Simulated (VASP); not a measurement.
Here is a VASP 6.6.1 calculation.

File POSCAR:

```
Ag
1.0
    0.0000000000      2.2934176608      1.6214462862
    2.2934176608      0.0000000000      1.6214462862
    2.2934176608      2.2934176608      0.0000000000
Ag
1
Direct
    0.0000000000      0.0000000000      0.0000000000
```

The input INCAR.step1:

```
  PREC = Accurate
  ENCUT = 520
  ISMEAR = 0
  SIGMA = 0.15
  LREAL = False
  LASPH = True
  NELM = 100
  NBANDS = 12
  GGA = PE
  ALGO = Normal
  EDIFF = 1E-4
  LWAVE = True
  LCHARG = False
```

Contents of INCAR.step2:

```
  PREC = Accurate
  ENCUT = 520
  EDIFF = 1E-6
  ISMEAR = 0
  SIGMA = 0.15
  LREAL = False
  LASPH = True
  NELM = 100
  ALGO = Normal
  ISIF = 2
  LWAVE = False
  LCHARG = False
  METAGGA = R2SCAN
  LMIXTAU = True
  NBANDS = 12
  ISTART = 1
```

File KPOINTS:

```
Automatic mesh
0
Gamma
  22 22 22
```

Potentials or basis: VASP PAW PBE potentials, release 64 (Ag).

Run with:

```sh
$ cat potpaw_PBE.64/Ag/POTCAR > POTCAR
$ cp INCAR.step1 INCAR
$ mpirun -np 1 vasp_std > vasp.out
$ cp INCAR.step2 INCAR
$ mpirun -np 1 vasp_std > vasp.out
```

Predict the pressure.

2.5 GPa.

Caveat: the PAW data sets were made with another functional, which shifts forces and pressure a little.
